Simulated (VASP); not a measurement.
Write the native input for VASP 6.6.1 that does the following.

- Task: relaxation of cell and atoms
- Functional: PBE
- Potentials or basis: VASP PAW PBE potentials, release 64 (Hg, Se)
- Cutoff: 600 eV
- k mesh: 4 × 4 × 4
- Occupations: gaussian, width 0.1 eV
- Spin: no spin polarisation
- Dipole correction: no
- Further INCAR settings: ALGO = Normal; EDIFF = 1e-06; IBRION = 2; EDIFFG = -0.04; NSW = 90; ISIF = 3

The structure of Hg2Se3 lies in POSCAR:

```
Hg2Se3
1.0
    5.1395116500      0.0000000000      0.0000000000
    0.0000000000      5.1395116500      0.0000000000
    0.0000000000      0.0000000000      5.1395116500
Hg Se
2 3
Direct
    0.5000000000      0.5000000000      0.5000000000
    0.0000000000      0.0000000000      0.0000000000
    0.5000000000      0.0000000000      0.0000000000
    0.0000000000      0.5000000000      0.0000000000
    0.0000000000      0.0000000000      0.5000000000
```

These files were run (other wordings do the same):

INCAR

```
SYSTEM = Hg2Se3
PREC = Accurate ; ENCUT = 600
EDIFF = 1E-6 ; ISMEAR = 0
SIGMA = 0.1 ; LREAL = .False.
LASPH = .True. ; NELM = 60
ALGO = Normal ; ISIF = 3
LWAVE = .False. ; LCHARG = .False.
GGA = PE ; IBRION = 2
NSW = 90 ; EDIFFG = -0.04
```

KPOINTS

```
Automatic mesh
0
Gamma
  4 4 4
  0 0 0
```

Potentials or basis: VASP PAW PBE potentials, release 64 (Hg, Se).

Command:

```bash
$ cat potpaw_PBE.64/Hg/POTCAR potpaw_PBE.64/Se/POTCAR > POTCAR
$ mpirun -np 1 vasp_std > vasp.out
```

Results of the run:

The relaxed volume is 30.31 Å³/atom, the relaxed cell is a = 5.332 Å, b = 5.332 Å, c = 5.332 Å, α = 90.00°, β = 90.00°, γ = 90.00° and the space group after relaxing (to 0.05 Å) is Pm-3m (No. 221). The energy gained by relaxing is 42.9 meV/atom, the ionic steps are 3 and the pressure after relaxing is 0.0 GPa. The band gap on the k mesh is zero (band 21 reaches 1.15 eV, above the bottom of band 22 at 0.32 eV).

Caveat: spin-orbit coupling is left out, which moves the levels of the heavy elements.

Wall time 3.9 min on 1 thread of Intel Xeon 6975P-C, with other jobs on the host, peak memory 0.28 GiB.
